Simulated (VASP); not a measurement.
# TiAgHg2 (P4/mmm) in VASP: relaxation of shape and atoms at fixed volume with LDA

Aim: the relaxation of shape and atoms at fixed volume of TiAgHg2 with LDA.

Everything below comes from runs of VASP 6.6.1. Logs are shortened: lines on timing, memory, paths and dates and some standing lists are left out, and cuts for length are marked.

### 1 The cell of the first run

The structure is tetragonal, space group P4/mmm (No. 123). Conventional cell: a = 4.716 Å, b = 4.716 Å, c = 3.288 Å, α = 90.00°, β = 90.00°, γ = 90.00°. Ti (site symmetry 4/mmm) has 8 Hg at 2.87 Å and 2 Ti at 3.29 Å and 4 Ag at 3.33 Å within 3.8 Å. Within 3.8 Å of Ag (site symmetry 4/mmm) lie 8 Hg at 2.87 Å and 2 Ag at 3.29 Å and 4 Ti at 3.33 Å. Within 3.8 Å of Hg (site symmetry mmm) lie 4 Ti at 2.87 Å and 4 Ag at 2.87 Å and 6 Hg at 3.29 to 3.33 Å.

### 2 Relaxation of shape and atoms at fixed volume, LDA (18.28 Å³/atom)

Contents of INCAR:

```
  PREC = Accurate
  ENCUT = 600
  EDIFF = 1E-7
  ISMEAR = -1
  SIGMA = 0.15
  LREAL = F
  LASPH = T
  NELM = 60
  ALGO = Fast
  ISIF = 4
  LWAVE = F
  LCHARG = F
  IBRION = 2
  NSW = 80
  EDIFFG = -0.001
```

Contents of KPOINTS:

```
Automatic mesh
0
Gamma
  10 10 10
```

Contents of POSCAR:

```
TiAgHg2
1.0
    4.7158794528      0.0000000000      0.0000000000
    0.0000000000      4.7158794528      0.0000000000
    0.0000000000      0.0000000000      3.2883051508
Ti Ag Hg
1 1 2
Direct
    0.5000000000      0.5000000000      0.0000000000
    0.0000000000      0.0000000000      0.0000000000
    0.0000000000      0.5000000000      0.5000000000
    0.5000000000      0.0000000000      0.5000000000
```

Potentials or basis: VASP PAW LDA potentials, release 64 (Ti_sv, Ag, Hg).

The run is started by

```bash
cat potpaw_LDA.64/Ti_sv/POTCAR potpaw_LDA.64/Ag/POTCAR potpaw_LDA.64/Hg/POTCAR > POTCAR
mpirun -np 1 vasp_std > vasp.out
```

OUTCAR:

```text
PREC = Accurate
   ENCUT = 600
   EDIFF = 1E-7
   ISMEAR = -1
   LREAL = F
   LASPH = T
   NELM = 60
   ISIF = 4
   IBRION = 2
   NSW = 80
   EDIFFG = -0.001

 ion  position               nearest neighbor table
   1  0.500  0.500  0.000-   3 2.87   4 2.87   3 2.87   4 2.87   4 2.87   4 2.87   3 2.87   3 2.87

   2  0.000  0.000  0.000-   3 2.87   4 2.87   3 2.87   4 2.87   3 2.87   3 2.87   4 2.87   4 2.87

   3  0.000  0.500  0.500-   1 2.87   2 2.87   1 2.87   2 2.87   2 2.87   2 2.87   1 2.87   1 2.87
                             4 3.33   4 3.33   4 3.33   4 3.33
   4  0.500  0.000  0.500-   1 2.87   2 2.87   1 2.87   2 2.87   1 2.87   1 2.87   2 2.87   2 2.87
                             3 3.33   3 3.33   3 3.33   3 3.33

  LATTYP: Found a simple tetragonal cell.
 ALAT       =     4.7158794528
 C/A-ratio  =     0.6972835467

  Lattice vectors:

 A1 = (   4.7158794528,   0.0000000000,   0.0000000000)
 A2 = (   0.0000000000,   4.7158794528,   0.0000000000)
 A3 = (   0.0000000000,   0.0000000000,   3.2883051508)

Analysis of symmetry for initial positions (statically):
=====================================================================
 Subroutine PRICEL returns:
 Original cell was already a primitive cell.

 Routine SETGRP: Setting up the symmetry group for a
 simple tetragonal supercell.

 Subroutine GETGRP returns: Found 16 space group operations
 (whereof 16 operations were pure point group operations)
 out of a pool of 16 trial point group operations.

The static configuration has the point symmetry D_4h.

Analysis of symmetry for dynamics (positions and initial velocities):
=====================================================================
 Subroutine PRICEL returns:
 Original cell was already a primitive cell.

 Routine SETGRP: Setting up the symmetry group for a
 simple tetragonal supercell.

 Subroutine GETGRP returns: Found 16 space group operations
 (whereof 16 operations were pure point group operations)
 out of a pool of 16 trial point group operations.

The dynamic configuration has the point symmetry D_4h.

 Subroutine INISYM returns: Found 16 space group operations
 (whereof 16 operations are pure point group operations),
 and found     1 'primitive' translations

----------------------------------------------------------------------------------------

                                     Primitive cell

  volume of cell :      73.1303

  direct lattice vectors                    reciprocal lattice vectors
     4.715879453  0.000000000  0.000000000     0.212049525  0.000000000  0.000000000
     0.000000000  4.715879453  0.000000000     0.000000000  0.212049525  0.000000000
     0.000000000  0.000000000  3.288305151     0.000000000  0.000000000  0.304108030

  length of vectors
     4.715879453  4.715879453  3.288305151     0.212049525  0.212049525  0.304108030

  position of ions in fractional coordinates (direct lattice)
     0.500000000  0.500000000  0.000000000
     0.000000000  0.000000000  0.000000000
     0.000000000  0.500000000  0.500000000
     0.500000000  0.000000000  0.500000000

  ion indices of the primitive-cell ions
   primitive index   ion index
                 1           1
                 2           2
                 3           3
                 4           4

----------------------------------------------------------------------------------------

 KPOINTS: Automatic mesh

Automatic generation of k-mesh.
 Grid dimensions read from file:
 generate k-points for:   10   10   10

 Generating k-lattice:

  Cartesian coordinates                     Fractional coordinates (reciprocal lattice)
     0.021204953  0.000000000  0.000000000     0.100000000  0.000000000  0.000000000
     0.000000000  0.021204953  0.000000000     0.000000000  0.100000000  0.000000000
     0.000000000  0.000000000  0.030410803     0.000000000  0.000000000  0.100000000

  Length of vectors
     0.021204953  0.021204953  0.030410803

  Shift w.r.t. Gamma in fractional coordinates (k-lattice)
     0.000000000  0.000000000  0.000000000

 Subroutine IBZKPT returns following result:
 ===========================================

 Found    126 irreducible k-points:

 Following reciprocal coordinates:
            Coordinates               Weight
  0.000000  0.000000  0.000000      1.000000
  0.100000  0.000000  0.000000      4.000000
  0.200000  0.000000  0.000000      4.000000
  0.300000  0.000000  0.000000      4.000000
  0.400000  0.000000  0.000000      4.000000
  0.500000  0.000000  0.000000      2.000000
[... 16 lines left out ...]
  0.100000  0.000000  0.100000      8.000000
  0.200000  0.000000  0.100000      8.000000
 [... further k-points ...]
   k-points           NKPTS =    126   k-points in BZ     NKDIM =    126   number of bands    NBANDS=     28
   number of dos      NEDOS =    301   number of ions     NIONS =      4
   total plane-waves  NPLWV =  44800
   dimension x,y,z NGX =    40 NGY =   40 NGZ =   28
   dimension x,y,z NGXF=    80 NGYF=   80 NGZF=   56
   ions per type =               1   1   2
   NGX,Y,Z   is equivalent  to a cutoff of  14.10, 14.10, 14.16 a.u.
   NGXF,Y,Z  is equivalent  to a cutoff of  28.20, 28.20, 28.31 a.u.
 SYSTEM =  unknown system
   PREC   = accura    normal or accurate (medium, high low for compatibility)
   ISTART =      0    job   : 0-new  1-cont  2-samecut
   ICHARG =      2    charge: 1-file 2-atom 10-const
   ISPIN  =      1    spin polarized calculation?
   LNONCOLLINEAR =      F non collinear calculations
   LSORBIT =      F    spin-orbit coupling
   LASPH  =      T    aspherical Exc in radial PAW
   ENCUT  =  600.0 eV  44.10 Ry    6.64 a.u.   9.42  9.42  6.57*2*pi/ulx,y,z
   NELM   =     60;   NELMIN=  2; NELMDL= -5     # of ELM steps
   EDIFF  = 0.1E-06   stopping-criterion for ELM
   LREAL  =      F    real-space projection
   EDIFFG = -.1E-02   stopping-criterion for IOM
   NSW    =     80    number of steps for IOM
   IBRION =      2    ionic relax: 0-MD 1-quasi-New 2-CG
   NFREE  =      1    steps in history (QN), initial steepest desc. (CG)
   ISIF   =      4    stress and relaxation
   ISYM   =      2    0-nonsym 1-usesym 2-fastsym
   POTIM  = 0.5000    time-step for ionic-motion
   TEBEG  =    0.0;   TEEND  =   0.0 temperature during run
   PSTRESS=    0.0 pullay stress
   NELECT =      47.0000    total number of electrons
   NUPDOWN=      -1.0000    fix difference up-down
   EMIN   =  10.00;   EMAX   =-10.00  energy-range for DOS
   EFERMI =   0.00;   METHOD = LEGACY
   ISMEAR =    -1;   SIGMA  =   0.15  broadening in eV -4-tet -1-fermi 0-gaus
   EFERMI_NEDOS =   21; number of points for ismear=-14 and -15
   IALGO  =     68    algorithm
   IMIX   =      4    mixing-type and parameters
     AMIX     =   0.40;   BMIX     =  1.00
     AMIX_MAG =   1.60;   BMIX_MAG =  1.00
  volume/ion in A,a.u.               =      18.28       123.38
  Fermi-wavevector in a.u.,A,eV,Ry     =   1.412781  2.669770 27.156563  1.995951
  Thomas-Fermi vector in A             =   2.534495
   LORBIT       =      0    0 simple, 1 ext, 2 COOP (PROOUT), +10 PAW based schemes
   GGA     = CA    functional components
   LHFCALC =     F    Hartree Fock is set to
   AEXX    =    0.0000 exact exchange contribution
   IVDW    =     0    specifies the selected vdW correction
   LEPSILON=     F    determine dielectric tensor
   LRPA    =     F    only Hartree local field effects (RPA)
 conjugate gradient relaxation of ions
 non-spin polarized calculation
 RMM-DIIS sequential band-by-band and
  energy-cutoff  :      600.00
  volume of cell :       73.13
 maximum number of plane-waves:      2465
 NGX is ok and might be reduce to    40
   NGX = 19   NGY = 19   NGZ = 13

--------------------------------------- Ionic step        1  -------------------------------------------

 number of electron      46.9999996 magnetization

 Free energy of the ion-electron system (eV)
  ---------------------------------------------------
  ext. energy  EPLUGINS =         0.00000000
  ---------------------------------------------------
  free energy    TOTEN  =       -14.40660672 eV

  energy without entropy =      -14.16447278  energy(sigma->0) =      -14.28553975

------------------------ aborting loop EDIFF was not reached (unconverged)  ----------------------------

  FORCE on cell =-STRESS in cart. coord.  units (eV):
  Direction    XX          YY          ZZ          XY          YZ          ZX
  --------------------------------------------------------------------------------------
  -------------------------------------------------------------------------------------
  Total       -0.6359774     -0.6359774     -0.6239636      0.0000000      0.0000000      0.0000000
  in kB      -13.9333246    -13.9333246    -13.6701213      0.0000000      0.0000000      0.0000000
  external PRESSURE =     -13.8455902 kB  Pullay stress =       0.0000000 kB

 VOLUME and BASIS-vectors are now :
 -----------------------------------------------------------------------------
  energy-cutoff  :      600.00
  volume of cell :       73.13
      direct lattice vectors                 reciprocal lattice vectors
     4.715879453  0.000000000  0.000000000     0.212049525  0.000000000  0.000000000
     0.000000000  4.715879453  0.000000000     0.000000000  0.212049525  0.000000000
     0.000000000  0.000000000  3.288305151     0.000000000  0.000000000  0.304108030
[... 128 lines left out ...]
  energy  without entropy=      -14.1645970436  energy(sigma->0) =      -14.28561386

--------------------------------------- Ionic step        5  -------------------------------------------

 number of electron      46.9999996 magnetization

 Free energy of the ion-electron system (eV)
  ---------------------------------------------------
  ext. energy  EPLUGINS =         0.00000000
  ---------------------------------------------------
  free energy    TOTEN  =       -14.40663495 eV

  energy without entropy =      -14.16471926  energy(sigma->0) =      -14.28567710

 E-fermi :   6.2310     XC(G=0): -12.2404

 val. band max:        6.2245836645   @ k =   0.5000   0.1000   0.3000
 cond. band min:       6.2541016168   @ k =   0.5000   0.0000   0.3000
 fundamental gap:      0.0295179523
 Fermi energy:         6.2309963456

 k-point     1 :       0.0000    0.0000    0.0000
  band No.  band energies     occupation
      1     -50.3687      2.00000
      2     -27.0504      2.00000
      3     -27.0504      2.00000
      4     -26.8812      2.00000
      5      -3.1989      2.00000
      6      -2.1266      2.00000
[... 733 lines left out ...]
     27       8.0694      0.00001
     28       9.2887      0.00000

 [... further k-points ...]
[... 5 lines left out ...]
  --------------------------------------------------------------------------------------
  -------------------------------------------------------------------------------------
  Total       -0.6303238     -0.6303238     -0.6301279      0.0000000      0.0000000      0.0000000
  in kB      -13.8094625    -13.8094625    -13.8051715      0.0000000      0.0000000      0.0000000
  external PRESSURE =     -13.8080322 kB  Pullay stress =       0.0000000 kB
[... 19 lines left out ...]
  FREE ENERGIE OF THE ION-ELECTRON SYSTEM (eV)
  ---------------------------------------------------
  free  energy   TOTEN  =       -14.4066349455 eV

  energy  without entropy=      -14.1647192577  energy(sigma->0) =      -14.28567710

 reached required accuracy - stopping structural energy minimisation
```

Wall time 20 min (1 thread of Intel Xeon Platinum 8559C (Emerald Rapids), shared host); peak memory 0.44 GiB.

Results:

* Free energy: -14.4066 eV
* Energy gained by relaxing: 0.0 meV/atom
* Ionic steps: 5
* Pressure after relaxing: -1.4 GPa
* Band gap on the k mesh: zero (an odd number of electrons rules out a gap without spin polarisation)

Final structure:
```cif
data_structure
_symmetry_space_group_name_H-M 'P 1'
_symmetry_Int_Tables_number 1
_cell_length_a 4.7109
_cell_length_b 4.7109
_cell_length_c 3.2953
_cell_angle_alpha 90.000
_cell_angle_beta 90.000
_cell_angle_gamma 90.000
_cell_volume 73.13
loop_
_atom_site_label
_atom_site_type_symbol
_atom_site_fract_x
_atom_site_fract_y
_atom_site_fract_z
_atom_site_occupancy
Ti1 Ti 0.50000 0.50000 0.00000 1
Ag1 Ag 0.00000 0.00000 0.00000 1
Hg1 Hg 0.00000 0.50000 0.50000 1
Hg2 Hg 0.50000 0.00000 0.50000 1
```

Caveat: spin-orbit coupling is left out, which moves the levels of the heavy elements.

The gap in the log of VASP goes by the Fermi energy; the results here count the filled bands.